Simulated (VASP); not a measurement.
Runs of VASP 6.6.1 on TaSb. The structure is that of space group P-6m2 (No. 187), or close to it. The cells are those of the table. 

```tsv
task	cell	cutoff (eV)	smearing	gap on the mesh (eV)	pressure (GPa)	relaxed volume (Å³/atom)
electric field gradients	a = 3.543, b = 3.543, c = 3.774 Å, angles 90.0, 90.0, 120.0°, 2 atoms	520	fermi-dirac 0.15 eV	none	0.3	-
single point	a = 3.543, b = 3.543, c = 3.774 Å, angles 90.0, 90.0, 120.0°, 2 atoms	520	fermi-dirac 0.15 eV	none	0.3	-
single point	a = 3.542, b = 3.542, c = 3.774 Å, angles 90.0, 90.0, 120.0°, 2 atoms	520	gaussian 0.1 eV	none	0.3	-
relaxation of cell and atoms	relaxed from a = 3.542, b = 3.542, c = 3.774 Å, angles 90.0, 90.0, 120.0°, 2 atoms	600	fermi-dirac 0.15 eV	none	0.0	(a)
relaxation of cell and atoms	relaxed from a = 3.569, b = 3.569, c = 3.738 Å, angles 90.0, 90.0, 120.0°, 2 atoms	600	gaussian 0.1 eV	none	0.0	20.54
```

Alike in all rows: level PBEsol; potentials or basis VASP PAW PBE potentials, release 64 (Ta_pv, Sb); no spin polarisation; k mesh 15 × 15 × 12.

**Question.** Fill in the values left out.

**Answer.** (a) 20.55.

Caveats: the PAW data sets were made with another functional, which shifts forces and pressure a little; spin-orbit coupling is left out, which moves the levels of the heavy elements.

A k mesh can miss the band edges, and the runs leave out spin-orbit coupling on Sb, Ta.

A gap of «none» marks levels without a gap at the run's occupations.
